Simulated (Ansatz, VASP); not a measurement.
Two plane-wave programs on BAs

POSCAR

```
BAs
1.0
    0.0000000000      2.4840400000      2.3885000000
    2.4840400000      0.0000000000      2.3885000000
    2.4840400000      2.4840400000      0.0000000000
B As
1 1
Direct
    0.0000000000      0.0000000000      0.0000000000
    0.7500000000      0.7500000000      0.7500000000
```

File INCAR.step1:

```
PREC = Accurate ; ENCUT = 520
ISMEAR = 0 ; SIGMA = 0.05
LREAL = False ; LASPH = True
NELM = 60 ; NBANDS = 11
GGA = PE ; ALGO = Normal
EDIFF = 1E-4 ; LWAVE = True
LCHARG = False
```

The input INCAR.step2:

```
PREC = Accurate ; ENCUT = 520
EDIFF = 1E-7 ; ISMEAR = 0
SIGMA = 0.05 ; LREAL = False
LASPH = True ; NELM = 60
ALGO = Normal ; ISIF = 2
LWAVE = False ; LCHARG = False
METAGGA = R2SCAN ; LMIXTAU = True
NBANDS = 11 ; ISTART = 1
```

The input KPOINTS:

```
Automatic mesh
0
Gamma
  10 10 10
```

Input for Ansatz:

```yaml
crystal:
  lattice:
    - [0.0, 2.48404, 2.3885]
    - [2.48404, 0.0, 2.3885]
    - [2.48404, 2.48404, 0.0]
  atoms:
    - { symbol: B, position: [0.0, 0.0, 0.0] }
    - { symbol: As, position: [0.75, 0.75, 0.75] }
basis:
  ecutwfc: 500
kpoints:
  mp_grid: { grid: [10, 10, 10] }
hamiltonian:
  xc: r2scan
scf:
  occupations: { method: gaussian, width: 0.05 }
output:
  forces: true
  stress: true
  eigenvalues: true
```

Change from the starting cell: strain +0.040 along x and y, +0.000 along z, atoms carried along.

Alike in both runs: task single point; functional r2SCAN; k mesh 10 × 10 × 10; occupations gaussian, width 0.05 eV; no spin polarisation.

```csv
,VASP,Ansatz
version,VASP 6.6.1,Ansatz 0.2.0
potentials or method,"VASP PAW PBE potentials, release 64 (B, As), cutoff 520 eV","scalar-relativistic, plane waves, PAW"
valence electrons in the cell,8,18
```

|  | VASP | Ansatz | Ansatz less VASP |
| --- | --- | --- | --- |
| gap on the k mesh at the Fermi level (eV) | 0.87 | 0.86 | -0.003 |
| least direct gap on the mesh (eV) | 2.94 | 2.94 | -0.004 |
| pressure (GPa) | -8.9 | -9.0 | -0.11 |
| traceless stress, the component that is largest in VASP (GPa) | 5.10 | 5.10 | +0.003 |

VASP's potentials were made for PBE, not for r2SCAN. The functional is the same, so the differences come from potentials, cutoffs and numerics. VASP's potentials hold 8 valence electrons a cell and Ansatz's 18, so a difference there can come from the potentials and not from the codes.
